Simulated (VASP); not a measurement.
Input of a VASP 6.6.1 run:

The input INCAR:

```
SYSTEM = Ti3Al
PREC     = Accurate       ! precision mode
ENCUT    = 520            ! plane-wave cutoff, eV
EDIFF    = 1E-6           ! SCF threshold, eV
ISMEAR   = 0              ! smearing method
SIGMA    = 0.15           ! smearing width, eV
LREAL    = .False.        ! projectors in reciprocal space
LASPH    = .True.         ! aspherical terms in the spheres
NELM     = 150            ! most SCF steps
ALGO     = Normal         ! electronic algorithm
ISIF     = 2              ! what is computed and relaxed
LWAVE    = .False.        ! write WAVECAR
LCHARG   = .False.        ! write CHGCAR
ISPIN    = 2              ! spin polarisation
MAGMOM   = 0.4 0.4 0.4 0  ! initial moments
LORBIT   = 11             ! projections on sites
NUPDOWN  = 1.2            ! fixed moment
LMAXMIX  = 4              ! l up to which the mixer works
GGA      = PS             ! functional
NBANDS   = 32             ! bands
```

KPOINTS

```
regular mesh
0
Gamma
  12 12 12
  0 0 0
```

POSCAR

```
Ti3Al
1.0
    0.0000000000      3.3188998145      3.3188998145
    3.3188998145      0.0000000000      3.3188998145
    3.3188998145      3.3188998145      0.0000000000
Ti Al
3 1
Direct
    0.7500000000      0.7500000000      0.7500000000
    0.2500000000      0.2500000000      0.2500000000
    0.0000000000      0.0000000000      0.0000000000
    0.5000000000      0.5000000000      0.5000000000
```

Potentials or basis: VASP PAW PBE potentials, release 64 (Ti_sv, Al).

The run is started by

```console
$ cat potpaw_PBE.64/Ti_sv/POTCAR potpaw_PBE.64/Al/POTCAR > POTCAR
$ mpirun -np 1 vasp_std > vasp.out
```

Predict the pressure.

-11.4 GPa.

Caveat: the cell stands under tension; the PAW data sets were made with another functional, which shifts forces and pressure a little; the total moment is fixed, so each spin has its own Fermi level.
